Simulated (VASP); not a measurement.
# KF (zincblende type) (F-43m) in VASP: single point with PBEsol

Aim: the single point of KF (zincblende type) with PBEsol.

Everything below comes from runs of VASP 6.6.1. Logs are shortened: lines on timing, memory, paths and dates and some standing lists are left out, and cuts for length are marked.

### 1 The cell of the first run

The structure is cubic, space group F-43m (No. 216). The conventional cell has a = 5.310 Å, b = 5.310 Å, c = 5.310 Å, α = 90.00°, β = 90.00°, γ = 90.00°. K (site symmetry -43m) has 4 F at 2.30 Å within 3.0 Å. F (site symmetry -43m) has 4 K at 2.30 Å within 3.0 Å.

### 2 Single point, PBEsol (volume scaled by 0.75)

INCAR

```
ALGO = Normal
EDIFF = 1E-6
ENCUT = 520
GGA = PS
ISIF = 2
ISMEAR = -1
LASPH = True
LCHARG = False
LREAL = False
LWAVE = False
NBANDS = 15
NELM = 80
PREC = Accurate
SIGMA = 0.05
```

KPOINTS

```
k-points
0
Gamma
  13 13 13
```

POSCAR

```
KF
1.0
    0.0000000000      2.6548001313      2.6548001313
    2.6548001313      0.0000000000      2.6548001313
    2.6548001313      2.6548001313      0.0000000000
K F
1 1
Direct
    0.0000000000      0.0000000000      0.0000000000
    0.2500000000      0.2500000000      0.2500000000
```

Potentials or basis: VASP PAW PBE potentials, release 64 (K_sv, F).

Command:

```bash
> cat potpaw_PBE.64/K_sv/POTCAR potpaw_PBE.64/F/POTCAR > POTCAR
> mpirun -np 1 vasp_std > vasp.out
```

OUTCAR:

```text
EDIFF = 1E-6
   ENCUT = 520
   GGA = PS
   ISIF = 2
   ISMEAR = -1
   LASPH = True
   LREAL = False
   NELM = 80
   PREC = Accurate

 ion  position               nearest neighbor table
   1  0.000  0.000  0.000-   2 2.30   2 2.30   2 2.30   2 2.30
   2  0.250  0.250  0.250-   1 2.30   1 2.30   1 2.30   1 2.30

  LATTYP: Found a face centered cubic cell.
 ALAT       =     5.3096002626

  Lattice vectors:

 A1 = (   0.0000000000,   2.6548001313,   2.6548001313)
 A2 = (   2.6548001313,   0.0000000000,   2.6548001313)
 A3 = (   2.6548001313,   2.6548001313,   0.0000000000)

Analysis of symmetry for initial positions (statically):
=====================================================================
 Subroutine PRICEL returns:
 Original cell was already a primitive cell.

 Routine SETGRP: Setting up the symmetry group for a
 face centered cubic supercell.

 Subroutine GETGRP returns: Found 24 space group operations
 (whereof 24 operations were pure point group operations)
 out of a pool of 48 trial point group operations.

The static configuration has the point symmetry T_d .

Analysis of symmetry for dynamics (positions and initial velocities):
=====================================================================
 Subroutine PRICEL returns:
 Original cell was already a primitive cell.

 Routine SETGRP: Setting up the symmetry group for a
 face centered cubic supercell.

 Subroutine GETGRP returns: Found 24 space group operations
 (whereof 24 operations were pure point group operations)
 out of a pool of 48 trial point group operations.

The dynamic configuration has the point symmetry T_d .

 Subroutine INISYM returns: Found 24 space group operations
 (whereof 24 operations are pure point group operations),
 and found     1 'primitive' translations

----------------------------------------------------------------------------------------

                                     Primitive cell

  volume of cell :      37.4219

  direct lattice vectors                    reciprocal lattice vectors
     0.000000000  2.654800131  2.654800131    -0.188338095  0.188338095  0.188338095
     2.654800131  0.000000000  2.654800131     0.188338095 -0.188338095  0.188338095
     2.654800131  2.654800131  0.000000000     0.188338095  0.188338095 -0.188338095

  length of vectors
     3.754454351  3.754454351  3.754454351     0.326211150  0.326211150  0.326211150

  position of ions in fractional coordinates (direct lattice)
     0.000000000  0.000000000  0.000000000
     0.250000000  0.250000000  0.250000000

  ion indices of the primitive-cell ions
   primitive index   ion index
                 1           1
                 2           2

----------------------------------------------------------------------------------------

 KPOINTS: k-points

Automatic generation of k-mesh.
 Grid dimensions read from file:
 generate k-points for:   13   13   13

 Generating k-lattice:

  Cartesian coordinates                     Fractional coordinates (reciprocal lattice)
    -0.014487546  0.014487546  0.014487546     0.076923077  0.000000000  0.000000000
     0.014487546 -0.014487546  0.014487546     0.000000000  0.076923077  0.000000000
     0.014487546  0.014487546 -0.014487546     0.000000000  0.000000000  0.076923077

  Length of vectors
     0.025093165  0.025093165  0.025093165

  Shift w.r.t. Gamma in fractional coordinates (k-lattice)
     0.000000000  0.000000000  0.000000000

 Subroutine IBZKPT returns following result:
 ===========================================

 Found     84 irreducible k-points:

 Following reciprocal coordinates:
            Coordinates               Weight
  0.000000  0.000000  0.000000      1.000000
  0.076923  0.000000  0.000000      8.000000
  0.153846  0.000000  0.000000      8.000000
  0.230769  0.000000  0.000000      8.000000
  0.307692  0.000000  0.000000      8.000000
  0.384615  0.000000  0.000000      8.000000
[... 16 lines left out ...]
  0.384615  0.153846  0.000000     24.000000
  0.461538  0.153846  0.000000     24.000000
 [... further k-points ...]
   k-points           NKPTS =     84   k-points in BZ     NKDIM =     84   number of bands    NBANDS=     15
   number of dos      NEDOS =    301   number of ions     NIONS =      2
   total plane-waves  NPLWV =  21952
   dimension x,y,z NGX =    28 NGY =   28 NGZ =   28
   dimension x,y,z NGXF=    56 NGYF=   56 NGZF=   56
   ions per type =               1   1
   NGX,Y,Z   is equivalent  to a cutoff of  12.40, 12.40, 12.40 a.u.
   NGXF,Y,Z  is equivalent  to a cutoff of  24.80, 24.80, 24.80 a.u.
 SYSTEM =  unknown system
   PREC   = accura    normal or accurate (medium, high low for compatibility)
   ISTART =      0    job   : 0-new  1-cont  2-samecut
   ICHARG =      2    charge: 1-file 2-atom 10-const
   ISPIN  =      1    spin polarized calculation?
   LNONCOLLINEAR =      F non collinear calculations
   LSORBIT =      F    spin-orbit coupling
   LASPH  =      T    aspherical Exc in radial PAW
   ENCUT  =  520.0 eV  38.22 Ry    6.18 a.u.   6.98  6.98  6.98*2*pi/ulx,y,z
   NELM   =     80;   NELMIN=  2; NELMDL= -5     # of ELM steps
   EDIFF  = 0.1E-05   stopping-criterion for ELM
   LREAL  =      F    real-space projection
   EDIFFG = 0.1E-04   stopping-criterion for IOM
   NSW    =      0    number of steps for IOM
   IBRION =     -1    ionic relax: 0-MD 1-quasi-New 2-CG
   NFREE  =      0    steps in history (QN), initial steepest desc. (CG)
   ISIF   =      2    stress and relaxation
   ISYM   =      2    0-nonsym 1-usesym 2-fastsym
   POTIM  = 0.5000    time-step for ionic-motion
   TEBEG  =    0.0;   TEEND  =   0.0 temperature during run
   PSTRESS=    0.0 pullay stress
   NELECT =      16.0000    total number of electrons
   NUPDOWN=      -1.0000    fix difference up-down
   EMIN   =  10.00;   EMAX   =-10.00  energy-range for DOS
   EFERMI =   0.00;   METHOD = LEGACY
   ISMEAR =    -1;   SIGMA  =   0.05  broadening in eV -4-tet -1-fermi 0-gaus
   EFERMI_NEDOS =   21; number of points for ismear=-14 and -15
   IALGO  =     38    algorithm
   IMIX   =      4    mixing-type and parameters
     AMIX     =   0.40;   BMIX     =  1.00
     AMIX_MAG =   1.60;   BMIX_MAG =  1.00
  volume/ion in A,a.u.               =      18.71       126.27
  Fermi-wavevector in a.u.,A,eV,Ry     =   1.233312  2.330622 20.695261  1.521059
  Thomas-Fermi vector in A             =   2.368047
   LORBIT       =      0    0 simple, 1 ext, 2 COOP (PROOUT), +10 PAW based schemes
   GGA     = PS    functional components
   LHFCALC =     F    Hartree Fock is set to
   AEXX    =    0.0000 exact exchange contribution
   IVDW    =     0    specifies the selected vdW correction
   LEPSILON=     F    determine dielectric tensor
   LRPA    =     F    only Hartree local field effects (RPA)
 non-spin polarized calculation
  energy-cutoff  :      520.00
  volume of cell :       37.42
 maximum number of plane-waves:      1020
   NGX = 13   NGY = 13   NGZ = 13

 number of electron      16.0000012 magnetization

 Free energy of the ion-electron system (eV)
  ---------------------------------------------------
  ext. energy  EPLUGINS =         0.00000000
  ---------------------------------------------------
  free energy    TOTEN  =        -7.90839989 eV

  energy without entropy =       -7.90839989  energy(sigma->0) =       -7.90839989

 E-fermi :  -1.6684     XC(G=0):  -8.4048

 val. band max:       -2.9010936688   @ k =   0.4615   0.4615   0.0000
 cond. band min:       3.0533593035   @ k =   0.0000   0.0000   0.0000
 fundamental gap:      5.9544529723
 Fermi energy:        -1.6683962571

 k-point     1 :       0.0000    0.0000    0.0000
  band No.  band energies     occupation
      1     -28.3055      2.00000
      2     -21.5208      2.00000
      3     -11.5732      2.00000
      4     -11.5732      2.00000
      5     -11.5732      2.00000
      6      -3.5008      2.00000
      7      -3.5008      2.00000
      8      -3.5008      2.00000
      9       3.0534      0.00000
     10       9.8959      0.00000
     11       9.8959      0.00000
     12      10.4645      0.00000
     13      10.4645      0.00000
     14      10.4645      0.00000
     15      16.7139      0.00000

 k-point     2 :       0.0769    0.0000    0.0000
  band No.  band energies     occupation
      1     -28.2948      2.00000
      2     -21.5405      2.00000
      3     -11.5874      2.00000
      4     -11.5818      2.00000
      5     -11.5818      2.00000
      6      -3.5062      2.00000
      7      -3.4854      2.00000
      8      -3.4854      2.00000
      9       3.2124      0.00000
     10       9.7055      0.00000
     11       9.7055      0.00000
     12      10.3391      0.00000
     13      10.6583      0.00000
     14      10.6583      0.00000
     15      15.9086      0.00000

 k-point     3 :       0.1538    0.0000    0.0000
  band No.  band energies     occupation
      1     -28.2649      2.00000
      2     -21.5951      2.00000
      3     -11.6282      2.00000
      4     -11.6053      2.00000
      5     -11.6053      2.00000
      6      -3.5075      2.00000
      7      -3.4436      2.00000
      8      -3.4436      2.00000
      9       3.6497      0.00000
     10       9.4196      0.00000
     11       9.4196      0.00000
     12      10.0085      0.00000
     13      10.9591      0.00000
     14      10.9591      0.00000
     15      14.8895      0.00000
[... 343 lines left out ...]
 k-point    23 :       0.3846    0.1538    0.0000
  band No.  band energies     occupation
      1     -28.1371      2.00000
      2     -21.8199      2.00000
      3     -11.9042      2.00000
      4     -11.7603      2.00000
      5     -11.5397      2.00000
      6      -3.5440      2.00000
      7      -3.1950      2.00000
      8      -3.1888      2.00000
      9       5.4223      0.00000
     10       7.5045      0.00000
     11       9.6914      0.00000
     12       9.7610      0.00000
     13      11.5835      0.00000
     14      11.5889      0.00000
     15      13.8026      0.00000

 k-point    24 :       0.4615    0.1538    0.0000
  band No.  band energies     occupation
      1     -28.1061      2.00000
      2     -21.8729      2.00000
      3     -11.9860      2.00000
      4     -11.7702      2.00000
      5     -11.5372      2.00000
      6      -3.4590      2.00000
      7      -3.1729      2.00000
      8      -3.1519      2.00000
      9       5.8557      0.00000
     10       7.3490      0.00000
     11       9.4539      0.00000
     12       9.5986      0.00000
     13      11.7066      0.00000
     14      11.8493      0.00000
     15      13.6652      0.00000

 [... further k-points ...]
[... 5 lines left out ...]
  --------------------------------------------------------------------------------------
  -------------------------------------------------------------------------------------
  Total        3.1259712      3.1259712      3.1259712      0.0000000      0.0000000      0.0000000
  in kB      133.8351133    133.8351133    133.8351133      0.0000000      0.0000000      0.0000000
  external PRESSURE =     133.8351133 kB  Pullay stress =       0.0000000 kB

 VOLUME and BASIS-vectors are now :
 -----------------------------------------------------------------------------
  energy-cutoff  :      520.00
  volume of cell :       37.42
      direct lattice vectors                 reciprocal lattice vectors
     0.000000000  2.654800131  2.654800131    -0.188338095  0.188338095  0.188338095
     2.654800131  0.000000000  2.654800131     0.188338095 -0.188338095  0.188338095
     2.654800131  2.654800131  0.000000000     0.188338095  0.188338095 -0.188338095

 POSITION                                       TOTAL-FORCE (eV/Angst)
 -----------------------------------------------------------------------------------
      0.00000      0.00000      0.00000        -0.000000     -0.000000      0.000000
      1.32740      1.32740      1.32740         0.000000      0.000000     -0.000000
 -----------------------------------------------------------------------------------
    total drift:                               -0.000000     -0.000000     -0.000000

  FREE ENERGIE OF THE ION-ELECTRON SYSTEM (eV)
  ---------------------------------------------------
  free  energy   TOTEN  =        -7.9083998939 eV

  energy  without entropy=       -7.9083998938  energy(sigma->0) =       -7.90839989
```

Wall time 43 s (1 thread of AMD EPYC 7R43 (Zen 3), shared host); peak memory 0.15 GiB.

Results:

| Item | Value |
| --- | --- |
| Free energy | -7.9084 eV |
| Pressure | 13.4 GPa |
| Band gap on the k mesh | 5.95 eV, indirect (least direct gap 6.55 eV) |

Levels at points of the mesh, in eV from the valence-band top:
```
           k point  band 5  band 6  band 7  band 8  band 9  band 10  band 11  band 12
(0.00, 0.00, 0.00)   -8.67   -0.60   -0.60   -0.60    5.95    12.80    12.80    13.37
```

Caveat: the PAW data sets were made with another functional, which shifts forces and pressure a little. A k mesh can miss the band edges.
